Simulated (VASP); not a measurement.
Runs of VASP 6.6.1 on Ru. The structure is that of space group Pm-3m (No. 221), or close to it. The cells are those of the table. 

| task | cell | k mesh | cutoff (eV) | gap on the mesh (eV) | pressure (GPa) |
| --- | --- | --- | --- | --- | --- |
| single point | a = 2.492 Å, 1 atom | 14 × 14 × 14 | 520 | none | 9.5 |
| single point | a = 2.527 Å, 1 atom | 13 × 13 × 13 | 520 | none | (a) |
| single point | a = 2.624 Å, 1 atom | 14 × 14 × 14 | 520 | none | -17.6 |
| single point | a = 2.560 Å, 1 atom | 14 × 14 × 14 | 520 | none | -7.2 |
| relaxation of cell and atoms | relaxed from a = 2.446 Å, 1 atom | 13 × 13 × 13 | 600 | none | 0.1 |
| single point | a = 2.527 Å, 1 atom | 14 × 14 × 14 | 520 | none | (b) |
| single point | a = 2.592 Å, 1 atom | 14 × 14 × 14 | 520 | none | -13.0 |

Alike in all rows: level RPBE; potentials or basis VASP PAW PBE potentials, release 64 (Ru_pv); no spin polarisation; smearing fermi-dirac 0.1 eV.

Question: Fill in the values left out.

Answer: (a) 0.0; (b) 0.2.

Caveats: the PAW data sets were made with another functional, which shifts forces and pressure a little.

A k mesh can miss the band edges, and the runs leave out spin-orbit coupling on Ru.

A gap of «none» marks levels without a gap at the run's occupations.
